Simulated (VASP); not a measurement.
## W: single point with r2SCAN

Crystal: W.

```xyz
2
Lattice="0.0000 2.9711 2.9711 2.9711 0.0000 2.9711 2.9711 2.9711 0.0000" Properties=species:S:1:pos:R:3 pbc="T T T"
W     0.7428    0.7428    0.7428
W     5.1994    5.1994    5.1994
```

This cell differs from its parent crystal: volume scaled by 1.08.

```json
{
  "Program": "VASP 6.6.1",
  "Task": "single point",
  "Functional": "r2SCAN",
  "Potentials or basis": "VASP PAW PBE potentials, release 64 (W_sv)",
  "Cutoff": "520 eV",
  "k mesh": "11 × 11 × 11",
  "Occupations": "fermi-dirac, width 0.1 eV",
  "Spin": "no spin polarisation",
  "Dipole correction": "no",
  "Further INCAR settings": "ALGO = Normal; EDIFF = 1e-06; NBANDS = 21"
}
```

```json
{
 "Pressure": "-7.8 GPa",
 "Band gap on the k mesh": "zero (band 14 reaches 5.06 eV, above the bottom of band 15 at 4.03 eV)"
}
```

Levels at points of the mesh, in eV from the Fermi level:
| k point | band 12 | band 13 | band 14 | band 15 | band 16 | band 17 |
| --- | --- | --- | --- | --- | --- | --- |
| (0.00, 0.00, 0.00) | -1.13 | -1.13 | -1.13 | 1.58 | 1.58 | 1.58 |

Wall time 52 s on 1 thread of Intel(R) Xeon(R) 6975P-C (Granite Rapids) (shared host), peak memory 0.2 GiB.

Caveat: the PAW data sets were made with another functional, which shifts forces and pressure a little; spin-orbit coupling is left out, which moves the levels of the heavy elements.
